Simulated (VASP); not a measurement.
**Os: relaxation of cell and atoms with PBEsol**

The system is Os.

```xyz
2
Lattice="2.7341 0.0000 0.0000 -1.3671 2.3678 0.0000 0.0000 0.0000 4.3197" Properties=species:S:1:pos:R:3 pbc="T T T"
Os    1.3671    0.7893    3.2398
Os    0.0000    1.5785    1.0799
```

- Program: VASP 6.6.1
- Task: relaxation of cell and atoms
- Functional: PBEsol
- Potentials or basis: VASP PAW PBE potentials, release 64 (Os)
- Cutoff: 600 eV
- k mesh: 11 × 11 × 6
- Occupations: fermi-dirac, width 0.05 eV
- Spin: no spin polarisation
- Target pressure: 5 GPa
- Dipole correction: no
- Further INCAR settings: ALGO = Normal; EDIFF = 1e-06; IBRION = 2; EDIFFG = -0.01; NSW = 60; ISIF = 3

```
Relaxed volume                                             : 13.77 Å³/atom
Relaxed cell                                               : a = 2.719 Å, b = 2.719 Å, c = 4.299 Å, α = 90.00°, β = 90.00°, γ = 120.00°
Space group after relaxing (to 0.1 Å)                      : P6_3/mmc (No. 194)
Energy change on relaxing (the run minimises the enthalpy) : +1.8 meV/atom
Ionic steps                                                : 7
Pressure after relaxing                                    : 4.9 GPa
Band gap on the k mesh                                     : zero (bands 8 and 9 overlap by 4.00 eV)
```

Stress tensor (GPa, compression positive):
```
4.90 0.00 0.00
0.00 4.90 0.00
0.00 0.00 4.98
```

Step by step:
```tsv
step	energy change (eV)	largest force (eV/Å)	pressure (GPa)	volume (Å³)
1	0.0000	0.0000	-2.10	27.96
2	0.3099	0.0000	47.09	25.53
3	0.0033	0.0000	4.73	27.54
4	0.0037	0.0000	4.97	27.53
5	0.0040	0.0000	5.11	27.52
6	0.0030	0.0000	4.52	27.55
7	0.0036	0.0000	4.93	27.53
```

Final structure:
```yaml
crystal:
  lattice:
    - [2.71944, 0.00000, 0.00000]
    - [-1.35972, 2.35511, 0.00000]
    - [0.00000, 0.00000, 4.29863]
  atoms:
    - { symbol: Os, position: [0.66667, 0.33333, 0.75000] }
    - { symbol: Os, position: [0.33333, 0.66667, 0.25000] }
```

Levels at points of the mesh, in eV from the Fermi level:
```tsv
k point	band 6	band 7	band 8	band 9	band 10	band 11
(0.00, 0.00, 0.00)	-2.22	-2.22	-1.55	-1.55	0.04	1.78
(0.00, 0.00, 0.50)	-3.29	-3.29	-3.29	0.97	0.97	0.97
```

Run time: 110 s on 1 thread of Intel Xeon 8259CL, with other jobs on the host, peak memory 0.18 GiB.

Caveat: the cell is relaxed towards a set pressure, so the run minimises the enthalpy, not the energy; the PAW data sets were made with another functional, which shifts forces and pressure a little; spin-orbit coupling is left out, which moves the levels of the heavy elements.
